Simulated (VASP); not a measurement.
# WS2 (Tungstenite) (P6_3/mmc) in VASP: notebook

WS2 (Tungstenite) is run at these levels: r2SCAN; tasks: single point.

Everything below comes from runs of VASP 6.6.1. Logs are shortened: lines on timing, memory, paths and dates and some standing lists are left out, and cuts for length are marked.

## (1) The cell of the first run

The structure is hexagonal, space group P6_3/mmc (No. 194). The conventional cell has a = 3.182 Å, b = 3.182 Å, c = 13.061 Å, α = 90.00°, β = 90.00°, γ = 120.00°. Within 3.2 Å of W (site symmetry -6m2) lie 6 S at 2.41 Å and 6 W at 3.18 Å. Within 3.2 Å of S (site symmetry 3m) lie 3 W at 2.41 Å and 7 S at 3.12 to 3.18 Å.

## (2) Single point, r2SCAN

POSCAR reads:

```
WS2
1.0
    3.1819286881      0.0000000000      0.0000000000
   -1.5909643441      2.7556310769      0.0000000000
    0.0000000000      0.0000000000     13.0608827127
W S
2 4
Direct
    0.3333333333      0.6666666667      0.2500000000
    0.6666666667      0.3333333333      0.7500000000
    0.3333333333      0.6666666667      0.6305920213
    0.6666666667      0.3333333333      0.1305920213
    0.3333333333      0.6666666667      0.8694079787
    0.6666666667      0.3333333333      0.3694079787
```

INCAR.step1 reads:

```
PREC = Accurate
ENCUT = 520
ISMEAR = 0
SIGMA = 0.02
LREAL = F
LASPH = T
NELM = 100
NBANDS = 35
GGA = PE
ALGO = Normal
EDIFF = 1E-4
LWAVE = T
LCHARG = F
```

INCAR.step2 reads:

```
PREC = Accurate
ENCUT = 520
EDIFF = 1E-7
ISMEAR = 0
SIGMA = 0.02
LREAL = F
LASPH = T
NELM = 100
ALGO = Normal
ISIF = 2
LWAVE = F
LCHARG = F
METAGGA = R2SCAN
LMIXTAU = T
NBANDS = 35
ISTART = 1
```

KPOINTS reads:

```
regular mesh
0
Gamma
  12 12 4
```

Potentials or basis: VASP PAW PBE potentials, release 64 (W_sv, S).

On the command line:

```bash
cat potpaw_PBE.64/W_sv/POTCAR potpaw_PBE.64/S/POTCAR > POTCAR
cp INCAR.step1 INCAR
mpirun -np 1 vasp_std > vasp.out
cp INCAR.step2 INCAR
mpirun -np 1 vasp_std > vasp.out
```

OUTCAR:

```text
PREC = Accurate
   ENCUT = 520
   EDIFF = 1E-7
   ISMEAR = 0
   LREAL = F
   LASPH = T
   NELM = 100
   ISIF = 2
   METAGGA = R2SCAN
   ISTART = 1

 ion  position               nearest neighbor table
   1  0.333  0.667  0.250-   6 2.41   4 2.41   6 2.41   4 2.41   6 2.41   4 2.41
   2  0.667  0.333  0.750-   3 2.41   5 2.41   3 2.41   5 2.41   3 2.41   5 2.41
   3  0.333  0.667  0.631-   2 2.41   2 2.41   2 2.41
   4  0.667  0.333  0.131-   1 2.41   1 2.41   1 2.41
   5  0.333  0.667  0.869-   2 2.41   2 2.41   2 2.41
   6  0.667  0.333  0.369-   1 2.41   1 2.41   1 2.41

  LATTYP: Found a hexagonal cell.
 ALAT       =     3.1819286881
 C/A-ratio  =     4.1047062939

  Lattice vectors:

 A1 = (   3.1819286881,   0.0000000000,   0.0000000000)
 A2 = (  -1.5909643441,   2.7556310769,   0.0000000000)
 A3 = (   0.0000000000,   0.0000000000,  13.0608827127)

Analysis of symmetry for initial positions (statically):
=====================================================================
 Subroutine PRICEL returns:
 Original cell was already a primitive cell.

 Routine SETGRP: Setting up the symmetry group for a
 hexagonal supercell.

 Subroutine GETGRP returns: Found 24 space group operations
 (whereof 12 operations were pure point group operations)
 out of a pool of 24 trial point group operations.

The static configuration has the point symmetry D_3d.
 The point group associated with its full space group is D_6h.

Analysis of symmetry for dynamics (positions and initial velocities):
=====================================================================
 Subroutine PRICEL returns:
 Original cell was already a primitive cell.

 Routine SETGRP: Setting up the symmetry group for a
 hexagonal supercell.

 Subroutine GETGRP returns: Found 24 space group operations
 (whereof 12 operations were pure point group operations)
 out of a pool of 24 trial point group operations.

The dynamic configuration has the point symmetry D_3d.
 The point group associated with its full space group is D_6h.

 Subroutine INISYM returns: Found 24 space group operations
 (whereof 12 operations are pure point group operations),
 and found     1 'primitive' translations

----------------------------------------------------------------------------------------

                                     Primitive cell

  volume of cell :     114.5207

  direct lattice vectors                    reciprocal lattice vectors
     3.181928688  0.000000000  0.000000000     0.314274799  0.181446640  0.000000000
    -1.590964344  2.755631077  0.000000000     0.000000000  0.362893280  0.000000000
     0.000000000  0.000000000 13.060882713     0.000000000  0.000000000  0.076564503

  length of vectors
     3.181928688  3.181928688 13.060882713     0.362893280  0.362893280  0.076564503

  position of ions in fractional coordinates (direct lattice)
     0.333333333  0.666666667  0.250000000
     0.666666667  0.333333333  0.750000000
     0.333333333  0.666666667  0.630592021
     0.666666667  0.333333333  0.130592021
     0.333333333  0.666666667  0.869407979
     0.666666667  0.333333333  0.369407979

  ion indices of the primitive-cell ions
   primitive index   ion index
                 1           1
                 2           2
                 3           3
                 4           4
                 5           5
                 6           6

----------------------------------------------------------------------------------------

 KPOINTS: regular mesh

Automatic generation of k-mesh.
 Grid dimensions read from file:
 generate k-points for:   12   12    4

 Generating k-lattice:

  Cartesian coordinates                     Fractional coordinates (reciprocal lattice)
     0.026189567  0.015120553  0.000000000     0.083333333  0.000000000  0.000000000
     0.000000000  0.030241107  0.000000000     0.000000000  0.083333333  0.000000000
     0.000000000  0.000000000  0.019141126     0.000000000  0.000000000  0.250000000

  Length of vectors
     0.030241107  0.030241107  0.019141126

  Shift w.r.t. Gamma in fractional coordinates (k-lattice)
     0.000000000  0.000000000  0.000000000

 Subroutine IBZKPT returns following result:
 ===========================================

 Found     57 irreducible k-points:

 Following reciprocal coordinates:
            Coordinates               Weight
  0.000000  0.000000  0.000000      1.000000
  0.083333 -0.000000  0.000000      6.000000
  0.166667 -0.000000  0.000000      6.000000
  0.250000 -0.000000  0.000000      6.000000
  0.333333 -0.000000  0.000000      6.000000
  0.416667  0.000000  0.000000      6.000000
[... 16 lines left out ...]
  0.250000 -0.000000  0.250000     12.000000
  0.333333 -0.000000  0.250000     12.000000
 [... further k-points ...]
   k-points           NKPTS =     57   k-points in BZ     NKDIM =     57   number of bands    NBANDS=     35
   number of dos      NEDOS =    301   number of ions     NIONS =      6
   total plane-waves  NPLWV =  56448
   dimension x,y,z NGX =    24 NGY =   24 NGZ =   98
   dimension x,y,z NGXF=    48 NGYF=   48 NGZF=  196
   ions per type =               2   4
   NGX,Y,Z   is equivalent  to a cutoff of  12.54, 12.54, 12.47 a.u.
   NGXF,Y,Z  is equivalent  to a cutoff of  25.08, 25.08, 24.95 a.u.
 SYSTEM =  unknown system
   PREC   = accura    normal or accurate (medium, high low for compatibility)
   ISTART =      1    job   : 0-new  1-cont  2-samecut
   ICHARG =      0    charge: 1-file 2-atom 10-const
   ISPIN  =      1    spin polarized calculation?
   LNONCOLLINEAR =      F non collinear calculations
   LSORBIT =      F    spin-orbit coupling
   LASPH  =      T    aspherical Exc in radial PAW
   ENCUT  =  520.0 eV  38.22 Ry    6.18 a.u.   5.92  5.92 24.28*2*pi/ulx,y,z
   NELM   =    100;   NELMIN=  2; NELMDL=  0     # of ELM steps
   EDIFF  = 0.1E-06   stopping-criterion for ELM
   LREAL  =      F    real-space projection
   EDIFFG = 0.1E-05   stopping-criterion for IOM
   NSW    =      0    number of steps for IOM
   IBRION =     -1    ionic relax: 0-MD 1-quasi-New 2-CG
   NFREE  =      0    steps in history (QN), initial steepest desc. (CG)
   ISIF   =      2    stress and relaxation
   ISYM   =      2    0-nonsym 1-usesym 2-fastsym
   POTIM  = 0.5000    time-step for ionic-motion
   TEBEG  =    0.0;   TEEND  =   0.0 temperature during run
   PSTRESS=    0.0 pullay stress
   NELECT =      52.0000    total number of electrons
   NUPDOWN=      -1.0000    fix difference up-down
   EMIN   =  10.00;   EMAX   =-10.00  energy-range for DOS
   EFERMI =   0.00;   METHOD = LEGACY
   ISMEAR =     0;   SIGMA  =   0.02  broadening in eV -4-tet -1-fermi 0-gaus
   EFERMI_NEDOS =   21; number of points for ismear=-14 and -15
   IALGO  =     38    algorithm
   IMIX   =      4    mixing-type and parameters
     AMIX     =   0.40;   BMIX     =  1.00
     AMIX_MAG =   1.60;   BMIX_MAG =  1.00
  volume/ion in A,a.u.               =      19.09       128.80
  Fermi-wavevector in a.u.,A,eV,Ry     =   1.258292  2.377826 21.542070  1.583298
  Thomas-Fermi vector in A             =   2.391908
   LORBIT       =      0    0 simple, 1 ext, 2 COOP (PROOUT), +10 PAW based schemes
   METAGGA = R2SCAN    functional components
   LHFCALC =     F    Hartree Fock is set to
   AEXX    =    0.0000 exact exchange contribution
   IVDW    =     0    specifies the selected vdW correction
   LEPSILON=     F    determine dielectric tensor
   LRPA    =     F    only Hartree local field effects (RPA)
 non-spin polarized calculation
 Gauss-broadening in eV      SIGMA  =   0.02
  energy-cutoff  :      520.00
  volume of cell :      114.52
 maximum number of plane-waves:      3117
 NGX is ok and might be reduce to    24
   NGX = 11   NGY = 11   NGZ = 49

 number of electron      52.0000000 magnetization

 Free energy of the ion-electron system (eV)
  ---------------------------------------------------
  ext. energy  EPLUGINS =         0.00000000
  ---------------------------------------------------
  free energy    TOTEN  =      -140.16640589 eV

  energy without entropy =     -140.16640589  energy(sigma->0) =     -140.16640589

 E-fermi :   6.4383     XC(G=0): -11.1336

 val. band max:        6.3097205945   @ k =   0.0000   0.0000   0.0000
 cond. band min:       7.6873306320   @ k =   0.1667   0.1667   0.0000
 fundamental gap:      1.3776100375
 Fermi energy:         6.4382826447

 k-point     1 :       0.0000    0.0000    0.0000
  band No.  band energies     occupation
      1     -70.1787      2.00000
      2     -70.1786      2.00000
      3     -33.7663      2.00000
      4     -33.7662      2.00000
      5     -33.6125      2.00000
      6     -33.6125      2.00000
[... 27 lines left out ...]
     34       9.0577      0.00000
     35      11.5385      0.00000

 k-point     2 :       0.0833   -0.0000    0.0000
  band No.  band energies     occupation
      1     -70.1774      2.00000
      2     -70.1774      2.00000
      3     -33.7618      2.00000
      4     -33.7617      2.00000
      5     -33.6370      2.00000
      6     -33.6370      2.00000
[... 27 lines left out ...]
     34       9.0941      0.00000
     35      12.0706      0.00000

 k-point     3 :       0.1667   -0.0000    0.0000
  band No.  band energies     occupation
      1     -70.1739      2.00000
      2     -70.1739      2.00000
      3     -33.7494      2.00000
      4     -33.7494      2.00000
      5     -33.7035      2.00000
      6     -33.7035      2.00000
[... 27 lines left out ...]
     34       9.6250      0.00000
     35      13.1226      0.00000
[... 723 lines left out ...]
 k-point    23 :       0.2500   -0.0000    0.2500
  band No.  band energies     occupation
      1     -70.1691      2.00000
      2     -70.1691      2.00000
      3     -33.7930      2.00000
      4     -33.7930      2.00000
      5     -33.7326      2.00000
      6     -33.7326      2.00000
[... 27 lines left out ...]
     34      10.1696      0.00000
     35      13.5383      0.00000

 k-point    24 :       0.3333   -0.0000    0.2500
  band No.  band energies     occupation
      1     -70.1643      2.00000
      2     -70.1643      2.00000
      3     -33.8812      2.00000
      4     -33.8812      2.00000
      5     -33.7156      2.00000
      6     -33.7156      2.00000
[... 27 lines left out ...]
     34      10.5791      0.00000
     35      12.7645      0.00000

 [... further k-points ...]

------------------------ aborting loop because EDIFF is reached ----------------------------------------

  FORCE on cell =-STRESS in cart. coord.  units (eV):
  Direction    XX          YY          ZZ          XY          YZ          ZX
  --------------------------------------------------------------------------------------
  -------------------------------------------------------------------------------------
  Total        0.1164797      0.1164797      0.0655621     -0.0000000      0.0000000      0.0000000
  in kB        1.6295842      1.6295842      0.9172329     -0.0000000      0.0000000      0.0000000
  external PRESSURE =       1.3921337 kB  Pullay stress =       0.0000000 kB

 VOLUME and BASIS-vectors are now :
 -----------------------------------------------------------------------------
  energy-cutoff  :      520.00
  volume of cell :      114.52
      direct lattice vectors                 reciprocal lattice vectors
     3.181928688  0.000000000  0.000000000     0.314274799  0.181446640  0.000000000
    -1.590964344  2.755631077  0.000000000     0.000000000  0.362893280  0.000000000
     0.000000000  0.000000000 13.060882713     0.000000000  0.000000000  0.076564503

 POSITION                                       TOTAL-FORCE (eV/Angst)
 -----------------------------------------------------------------------------------
     -0.00000      1.83709      3.26522        -0.000000      0.000000     -0.000000
      1.59096      0.91854      9.79566        -0.000000     -0.000000     -0.000000
     -0.00000      1.83709      8.23609         0.000000      0.000000     -0.016921
      1.59096      0.91854      1.70565         0.000000     -0.000000     -0.016921
     -0.00000      1.83709     11.35524         0.000000      0.000000      0.016921
      1.59096      0.91854      4.82479        -0.000000      0.000000      0.016921
 -----------------------------------------------------------------------------------
    total drift:                                0.000000     -0.000000      0.000000

  FREE ENERGIE OF THE ION-ELECTRON SYSTEM (eV)
  ---------------------------------------------------
  free  energy   TOTEN  =      -140.1664058941 eV

  energy  without entropy=     -140.1664058941  energy(sigma->0) =     -140.16640589
```

Wall time 18 min (1 thread of AMD EPYC 7R43 (Zen 3), shared host); peak memory 0.32 GiB.

Results:

| Property | Result |
| --- | --- |
| Free energy | -140.1664 eV |
| Pressure | 0.1 GPa |
| Largest force | 0.017 eV/Å |
| Band gap on the k mesh | 1.38 eV, indirect (least direct gap 1.88 eV) |

Forces on the atoms (eV/Å):
```
W    0.000  0.000  0.000
W    0.000  0.000  0.000
S    0.000  0.000 -0.017
S    0.000  0.000 -0.017
S    0.000  0.000  0.017
S    0.000  0.000  0.017
```

Levels at points of the mesh, in eV from the valence-band top:
| k point | band 23 | band 24 | band 25 | band 26 | band 27 | band 28 | band 29 | band 30 |
| --- | --- | --- | --- | --- | --- | --- | --- | --- |
| (0.00, 0.00, 0.00) | -2.29 | -1.89 | -0.91 | 0.00 | 2.55 | 2.55 | 2.55 | 2.55 |
| (0.50, 0.00, 0.00) | -2.00 | -1.91 | -1.56 | -1.47 | 2.47 | 2.49 | 2.86 | 3.02 |
| (0.00, 0.00, 0.50) | -2.30 | -2.30 | -0.31 | -0.31 | 2.55 | 2.55 | 2.55 | 2.55 |
| (0.50, 0.00, 0.50) | -1.96 | -1.96 | -1.51 | -1.51 | 2.48 | 2.48 | 2.94 | 2.94 |

Caveat: the PAW data sets were made with another functional, which shifts forces and pressure a little; spin-orbit coupling is left out, which moves the levels of the heavy elements. r2SCAN opens gaps a little over a GGA but as a rule still falls short of measured ones.

(Continued in part 2 of 3.)
